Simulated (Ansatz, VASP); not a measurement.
One calculation of Cu4Ni, two programs

```
Cu Ni
1.0
    -2.84409    2.84409    1.80524
     2.84409   -2.84409    1.80524
     2.84409    2.84409   -1.80524
Cu Ni
4 1
Direct
  0.29863 0.89914 0.19777
  0.70137 0.10086 0.80223
  0.89914 0.70137 0.60051
  0.10086 0.29863 0.39949
  0.50000 0.50000 0.00000
```

Alike in both runs: functional PBE; k mesh 12 × 12 × 12; occupations gaussian, width 0.1 eV; no spin polarisation.

Ansatz relaxed the structure, and its values are those at the end. VASP's run is a single point on that final structure, the one shown.

|  | VASP | Ansatz |
| --- | --- | --- |
| version | VASP 6.6.1 | Ansatz 0.2.0 |
| potentials or method | VASP PAW PBE potentials, release 64 (Cu, Ni), cutoff 520 eV | scalar-relativistic, plane waves, PAW |
| valence electrons in the cell | 54 | 94 |

Ansatz gave:

* gap on the k mesh at the Fermi level (eV): none
* pressure (GPa): 0.0

Task: What did VASP give for the same quantities?

Result: gap on the k mesh at the Fermi level (eV): none; pressure (GPa): 0.4.

A gap of «none» marks a metal or a gap that the smearing closes. With one functional, cell and mesh, what is left measures potentials, basis and numerics. VASP's potentials hold 54 valence electrons a cell and Ansatz's 94, so a difference there can come from the potentials and not from the codes.
